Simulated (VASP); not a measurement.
# CaS (Oldhamite) (Fm-3m) in VASP: notebook, part 2 of 2

VASP 6.6.1.

## 3. Single point, r2SCAN+D4

POSCAR

```
CaS
1.0
    0.0000000000      2.8390912599      2.8390912599
    2.8390912599      0.0000000000      2.8390912599
    2.8390912599      2.8390912599      0.0000000000
Ca S
1 1
Direct
    0.0000000000      0.0000000000      0.0000000000
    0.5000000000      0.5000000000      0.5000000000
```

INCAR.step1

```
ALGO = Normal
EDIFF = 1E-5
ENCUT = 550
GGA = PE
GGA_COMPAT = F
ISMEAR = 0
LASPH = T
LCHARG = F
LREAL = F
LWAVE = T
NBANDS = 15
NELM = 120
PREC = Accurate
SIGMA = 0.01
```

INCAR.step2

```
ALGO = Normal
EDIFF = 1E-6
ENCUT = 550
GGA_COMPAT = F
ISIF = 2
ISMEAR = 0
ISTART = 1
IVDW = 13
LASPH = T
LCHARG = F
LMIXTAU = T
LREAL = F
LWAVE = F
METAGGA = R2SCAN
NBANDS = 15
NELM = 120
PREC = Accurate
SIGMA = 0.01
VDW_A1 = 0.51559235
VDW_A2 = 5.77342911
VDW_S6 = 1.0
VDW_S8 = 0.6018749
```

KPOINTS

```
k-points
0
Gamma
  6 6 6
```

Potentials or basis: VASP PAW PBE potentials, release 64 (Ca_sv, S).

Run with:

```sh
> cat potpaw_PBE.64/Ca_sv/POTCAR potpaw_PBE.64/S/POTCAR > POTCAR
> cp INCAR.step1 INCAR
> mpirun -np 1 vasp_std > vasp.out
> cp INCAR.step2 INCAR
> mpirun -np 1 vasp_std > vasp.out
```

OUTCAR:

```text
EDIFF = 1E-6
   ENCUT = 550
   ISIF = 2
   ISMEAR = 0
   ISTART = 1
   IVDW = 13
   LASPH = T
   LREAL = F
   METAGGA = R2SCAN
   NELM = 120
   PREC = Accurate

 ion  position               nearest neighbor table
   1  0.000  0.000  0.000-   2 2.84   2 2.84   2 2.84   2 2.84   2 2.84   2 2.84
   2  0.500  0.500  0.500-   1 2.84   1 2.84   1 2.84   1 2.84   1 2.84   1 2.84

  LATTYP: Found a face centered cubic cell.
 ALAT       =     5.6781825198

  Lattice vectors:

 A1 = (   0.0000000000,   2.8390912599,   2.8390912599)
 A2 = (   2.8390912599,   0.0000000000,   2.8390912599)
 A3 = (   2.8390912599,   2.8390912599,   0.0000000000)

Analysis of symmetry for initial positions (statically):
=====================================================================
 Subroutine PRICEL returns:
 Original cell was already a primitive cell.

 Routine SETGRP: Setting up the symmetry group for a
 face centered cubic supercell.

 Subroutine GETGRP returns: Found 48 space group operations
 (whereof 48 operations were pure point group operations)
 out of a pool of 48 trial point group operations.

The static configuration has the point symmetry O_h .

Analysis of symmetry for dynamics (positions and initial velocities):
=====================================================================
 Subroutine PRICEL returns:
 Original cell was already a primitive cell.

 Routine SETGRP: Setting up the symmetry group for a
 face centered cubic supercell.

 Subroutine GETGRP returns: Found 48 space group operations
 (whereof 48 operations were pure point group operations)
 out of a pool of 48 trial point group operations.

The dynamic configuration has the point symmetry O_h .

 Subroutine INISYM returns: Found 48 space group operations
 (whereof 48 operations are pure point group operations),
 and found     1 'primitive' translations

----------------------------------------------------------------------------------------

                                     Primitive cell

  volume of cell :      45.7686

  direct lattice vectors                    reciprocal lattice vectors
     0.000000000  2.839091260  2.839091260    -0.176112690  0.176112690  0.176112690
     2.839091260  0.000000000  2.839091260     0.176112690 -0.176112690  0.176112690
     2.839091260  2.839091260  0.000000000     0.176112690  0.176112690 -0.176112690

  length of vectors
     4.015081365  4.015081365  4.015081365     0.305036128  0.305036128  0.305036128

  position of ions in fractional coordinates (direct lattice)
     0.000000000  0.000000000  0.000000000
     0.500000000  0.500000000  0.500000000

  ion indices of the primitive-cell ions
   primitive index   ion index
                 1           1
                 2           2

----------------------------------------------------------------------------------------

 KPOINTS: k-points

Automatic generation of k-mesh.
 Grid dimensions read from file:
 generate k-points for:    6    6    6

 Generating k-lattice:

  Cartesian coordinates                     Fractional coordinates (reciprocal lattice)
[... 32 lines left out ...]
 -0.333333  0.500000  0.166667     12.000000
   k-points           NKPTS =     16   k-points in BZ     NKDIM =     16   number of bands    NBANDS=     15
   number of dos      NEDOS =    301   number of ions     NIONS =      2
   total plane-waves  NPLWV =  32768
   dimension x,y,z NGX =    32 NGY =   32 NGZ =   32
   dimension x,y,z NGXF=    64 NGYF=   64 NGZF=   64
   ions per type =               1   1
   NGX,Y,Z   is equivalent  to a cutoff of  13.25, 13.25, 13.25 a.u.
   NGXF,Y,Z  is equivalent  to a cutoff of  26.50, 26.50, 26.50 a.u.
 SYSTEM =  unknown system
   PREC   = accura    normal or accurate (medium, high low for compatibility)
   ISTART =      1    job   : 0-new  1-cont  2-samecut
   ICHARG =      0    charge: 1-file 2-atom 10-const
   ISPIN  =      1    spin polarized calculation?
   LNONCOLLINEAR =      F non collinear calculations
   LSORBIT =      F    spin-orbit coupling
   LASPH  =      T    aspherical Exc in radial PAW
   ENCUT  =  550.0 eV  40.42 Ry    6.36 a.u.   7.68  7.68  7.68*2*pi/ulx,y,z
   NELM   =    120;   NELMIN=  2; NELMDL=  0     # of ELM steps
   EDIFF  = 0.1E-05   stopping-criterion for ELM
   LREAL  =      F    real-space projection
   EDIFFG = 0.1E-04   stopping-criterion for IOM
   NSW    =      0    number of steps for IOM
   IBRION =     -1    ionic relax: 0-MD 1-quasi-New 2-CG
   NFREE  =      0    steps in history (QN), initial steepest desc. (CG)
   ISIF   =      2    stress and relaxation
   ISYM   =      2    0-nonsym 1-usesym 2-fastsym
   POTIM  = 0.5000    time-step for ionic-motion
   TEBEG  =    0.0;   TEEND  =   0.0 temperature during run
   PSTRESS=    0.0 pullay stress
   NELECT =      16.0000    total number of electrons
   NUPDOWN=      -1.0000    fix difference up-down
   EMIN   =  10.00;   EMAX   =-10.00  energy-range for DOS
   EFERMI =   0.00;   METHOD = LEGACY
   ISMEAR =     0;   SIGMA  =   0.01  broadening in eV -4-tet -1-fermi 0-gaus
   EFERMI_NEDOS =   21; number of points for ismear=-14 and -15
   IALGO  =     38    algorithm
   IMIX   =      4    mixing-type and parameters
     AMIX     =   0.40;   BMIX     =  1.00
     AMIX_MAG =   1.60;   BMIX_MAG =  1.00
  volume/ion in A,a.u.               =      22.88       154.43
  Fermi-wavevector in a.u.,A,eV,Ry     =   1.153255  2.179337 18.095720  1.329998
  Thomas-Fermi vector in A             =   2.289901
   LORBIT       =      0    0 simple, 1 ext, 2 COOP (PROOUT), +10 PAW based schemes
   METAGGA = R2SCAN    functional components
   LHFCALC =     F    Hartree Fock is set to
   AEXX    =    0.0000 exact exchange contribution
   IVDW    =    13    specifies the selected vdW correction
   LEPSILON=     F    determine dielectric tensor
   LRPA    =     F    only Hartree local field effects (RPA)
 non-spin polarized calculation
 Gauss-broadening in eV      SIGMA  =   0.01
  energy-cutoff  :      550.00
  volume of cell :       45.77
 maximum number of plane-waves:      1363
   NGX = 15   NGY = 15   NGZ = 15

 number of electron      16.0000000 magnetization

 Free energy of the ion-electron system (eV)
  ---------------------------------------------------
  ext. energy  EPLUGINS =         0.00000000
  ---------------------------------------------------
  free energy    TOTEN  =       -19.94002820 eV

  energy without entropy =      -19.94002820  energy(sigma->0) =      -19.94002820

 E-fermi :   2.6233     XC(G=0):  -9.8232

 val. band max:        2.5516191307   @ k =   0.0000   0.0000   0.0000
 cond. band min:       5.3337661056   @ k =   0.5000   0.5000   0.0000
 fundamental gap:      2.7821469748
 Fermi energy:         2.6232904812

 k-point     1 :       0.0000    0.0000    0.0000
  band No.  band energies     occupation
      1     -38.1367      2.00000
      2     -18.2381      2.00000
      3     -18.2381      2.00000
      4     -18.2381      2.00000
      5      -9.2731      2.00000
      6       2.5516      2.00000
      7       2.5516      2.00000
      8       2.5516      2.00000
      9       7.2219      0.00000
     10       7.2219      0.00000
     11       7.2219      0.00000
     12       7.5362      0.00000
     13       7.8666      0.00000
     14       7.8666      0.00000
[... 257 lines left out ...]
      2     -18.3455      2.00000
      3     -18.3075      2.00000
      4     -18.2973      2.00000
      5      -8.5311      2.00000
      6       0.4485      2.00000
      7       1.1241      2.00000
      8       1.1479      2.00000
      9       6.6975      0.00000
     10       9.0724      0.00000
     11       9.1161      0.00000
     12       9.7725      0.00000
     13      10.0070      0.00000
     14      11.2191      0.00000
     15      13.3452      0.00000

------------------------ aborting loop because EDIFF is reached ----------------------------------------

  DFT-D4 for vdW energy calculation

  Edisp (eV):   -0.16602

  FORCE on cell =-STRESS in cart. coord.  units (eV):
  Direction    XX          YY          ZZ          XY          YZ          ZX
  --------------------------------------------------------------------------------------
  -------------------------------------------------------------------------------------
  Total       0.09308     0.09308     0.09308     0.00000     0.00000    -0.00000
  in kB       3.25850     3.25850     3.25850     0.00000     0.00000    -0.00000
  external pressure =        3.26 kB  Pullay stress =        0.00 kB

 VOLUME and BASIS-vectors are now :
 -----------------------------------------------------------------------------
  energy-cutoff  :      550.00
  volume of cell :       45.77
      direct lattice vectors                 reciprocal lattice vectors
     0.000000000  2.839091260  2.839091260    -0.176112690  0.176112690  0.176112690
     2.839091260  0.000000000  2.839091260     0.176112690 -0.176112690  0.176112690
     2.839091260  2.839091260  0.000000000     0.176112690  0.176112690 -0.176112690

 POSITION                                       TOTAL-FORCE (eV/Angst)
 -----------------------------------------------------------------------------------
      0.00000      0.00000      0.00000         0.000000      0.000000      0.000000
      2.83909      2.83909      2.83909         0.000000     -0.000000      0.000000
 -----------------------------------------------------------------------------------
    total drift:                                0.000000     -0.000000     -0.000000

  FREE ENERGIE OF THE ION-ELECTRON SYSTEM (eV)
  ---------------------------------------------------
  free  energy   TOTEN  =       -20.1060522204 eV

  energy  without entropy=      -20.1060522204  energy(sigma->0) =      -20.10605222
```

Wall time 54 s (1 thread of Intel Xeon 6975P-C, shared host); peak memory 0.19 GiB.

Results:

```
Free energy                : -20.1061 eV
Pressure                   : 0.3 GPa
Band gap on the k mesh     : 2.78 eV, indirect (least direct gap 3.61 eV)
Dispersion energy per atom : -0.083 eV
```

Caveat: the PAW data sets were made with another functional, which shifts forces and pressure a little.

## 4. Relaxation of cell and atoms, r2SCAN+D4

This run uses another cell than the first one, of 22.98 Å³/atom, 1.004 times its volume.

POSCAR

```
CaS
1.0
    0.0000000000      2.8430000000      2.8430000000
    2.8430000000      0.0000000000      2.8430000000
    2.8430000000      2.8430000000      0.0000000000
Ca S
1 1
Direct
    0.0000000000      0.0000000000      0.0000000000
    0.5000000000      0.5000000000      0.5000000000
```

INCAR.step1

```
SYSTEM = CaS
  PREC = Accurate
  ENCUT = 550
  ISMEAR = 0
  SIGMA = 0.01
  LREAL = .FALSE.
  LASPH = .TRUE.
  NELM = 120
  GGA = PE
  ALGO = Normal
  EDIFF = 1E-5
  LWAVE = .TRUE.
  LCHARG = .FALSE.
  GGA_COMPAT = .FALSE.
  IBRION = 2
  ISIF = 3
  EDIFFG = -0.005
  NELMIN = 4
  NSW = 100
```

INCAR.step2

```
SYSTEM = CaS
  PREC = Accurate
  ENCUT = 550
  EDIFF = 1E-7
  ISMEAR = 0
  SIGMA = 0.01
  LREAL = .FALSE.
  LASPH = .TRUE.
  NELM = 120
  ALGO = Normal
  ISIF = 3
  LWAVE = .FALSE.
  LCHARG = .FALSE.
  METAGGA = R2SCAN
  LMIXTAU = .TRUE.
  IVDW = 13
  VDW_S6 = 1.0
  VDW_S8 = 0.6018749
  VDW_A1 = 0.51559235
  VDW_A2 = 5.77342911
  IBRION = 2
  NSW = 60
  EDIFFG = -0.01
  ISTART = 1
  GGA_COMPAT = .FALSE.
  NELMIN = 4
```

KPOINTS

```
Automatic mesh
0
G
  5 5 5
  0 0 0
```

Potentials or basis: VASP PAW PBE potentials, release 64 (Ca_sv, S).

Run with:

```sh
> cat potpaw_PBE.64/Ca_sv/POTCAR potpaw_PBE.64/S/POTCAR > POTCAR
> cp INCAR.step1 INCAR
> mpirun -np 1 vasp_std > vasp.out
> cp INCAR.step2 INCAR
> mpirun -np 1 vasp_std > vasp.out
```

OUTCAR:

```text
SYSTEM = CaS
   PREC = Accurate
   ENCUT = 550
   EDIFF = 1E-7
   ISMEAR = 0
   LREAL = .FALSE.
   LASPH = .TRUE.
   NELM = 120
   ISIF = 3
   METAGGA = R2SCAN
   IVDW = 13
   IBRION = 2
   NSW = 60
   EDIFFG = -0.01
   ISTART = 1
   NELMIN = 4

 ion  position               nearest neighbor table
   1  0.000  0.000  0.000-   2 2.84   2 2.84   2 2.84   2 2.84   2 2.84   2 2.84
   2  0.500  0.500  0.500-   1 2.84   1 2.84   1 2.84   1 2.84   1 2.84   1 2.84

[... 377 lines left out ...]

  DFT-D4 for vdW energy calculation

  Edisp (eV):   -0.16506

  FORCE on cell =-STRESS in cart. coord.  units (eV):
  Direction    XX          YY          ZZ          XY          YZ          ZX
  --------------------------------------------------------------------------------------
  -------------------------------------------------------------------------------------
  Total      -0.00728    -0.00728    -0.00728    -0.00000    -0.00000     0.00000
  in kB      -0.25344    -0.25344    -0.25344    -0.00000    -0.00000     0.00000
  external pressure =       -0.25 kB  Pullay stress =        0.00 kB

 VOLUME and BASIS-vectors are now :
 -----------------------------------------------------------------------------
  energy-cutoff  :      550.00
  volume of cell :       46.04
      direct lattice vectors                 reciprocal lattice vectors
     0.000000000  2.844619037  2.844619037    -0.175770461  0.175770461  0.175770461
     2.844619037 -0.000000000  2.844619037     0.175770461 -0.175770461  0.175770461
     2.844619037  2.844619037  0.000000000     0.175770461  0.175770461 -0.175770461

 POSITION                                       TOTAL-FORCE (eV/Angst)
 -----------------------------------------------------------------------------------
      2.84462     -0.00000      2.84462         0.000000      0.000000      0.000000
      2.84462      2.84462      2.84462        -0.000000     -0.000000     -0.000000
 -----------------------------------------------------------------------------------
    total drift:                                0.000000     -0.000000     -0.000000

  FREE ENERGIE OF THE ION-ELECTRON SYSTEM (eV)
  ---------------------------------------------------
  free  energy   TOTEN  =       -20.1049570464 eV

  energy  without entropy=      -20.1049570464  energy(sigma->0) =      -20.10495705

 reached required accuracy - stopping structural energy minimisation
```

Run time: 70 s. Hardware: 1 thread of Intel Xeon 6975P-C, shared host; peak memory 0.19 GiB.

Results:

- Free energy: -20.1050 eV
- Relaxed volume: 23.02 Å³/atom
- Relaxed cell: a = 4.023 Å, b = 4.023 Å, c = 4.023 Å, α = 60.00°, β = 60.00°, γ = 60.00°
- Space group after relaxing (to 0.05 Å): Fm-3m (No. 225)
- Energy gained by relaxing: 0.0 meV/atom
- Ionic steps: 2
- Pressure after relaxing: 0.0 GPa
- Band gap on the k mesh: 2.93 eV, indirect (least direct gap 3.71 eV)
- Dispersion energy per atom: -0.083 eV

Final structure:
```cif
data_structure
_symmetry_space_group_name_H-M 'P 1'
_symmetry_Int_Tables_number 1
_cell_length_a 4.0229
_cell_length_b 4.0229
_cell_length_c 4.0229
_cell_angle_alpha 60.000
_cell_angle_beta 60.000
_cell_angle_gamma 60.000
_cell_volume 46.04
loop_
_atom_site_label
_atom_site_type_symbol
_atom_site_fract_x
_atom_site_fract_y
_atom_site_fract_z
_atom_site_occupancy
Ca1 Ca 0.00000 0.00000 0.00000 1
S1 S 0.50000 0.50000 0.50000 1
```

Levels at points of the mesh, in eV from the valence-band top:
```csv
k point,band 6,band 7,band 8,band 9,band 10,band 11
"(0.00, 0.00, 0.00)",0.00,0.00,0.00,4.67,4.67,4.67
```

Caveat: the PAW data sets were made with another functional, which shifts forces and pressure a little.

## 5. The runs side by side

```tsv
task	cell	k mesh	gap on the mesh (eV)	pressure (GPa)
single point	a = 4.015 Å, angles 60.0°, 2 atoms	5 × 5 × 5	2.92	0.3
single point	a = 4.015 Å, angles 60.0°, 2 atoms	6 × 6 × 6	2.78	0.3
relaxation of cell and atoms	relaxed from a = 4.021 Å, angles 60.0°, 2 atoms	5 × 5 × 5	2.93	0.0
```

Alike in all rows: level r2SCAN+D4; potentials or basis VASP PAW PBE potentials, release 64 (Ca_sv, S); no spin polarisation; cutoff (eV) 550; smearing gaussian 0.01 eV.

Caveats: the PAW data sets were made with another functional, which shifts forces and pressure a little.

Absolute energies hang on the potentials; compare differences alone.
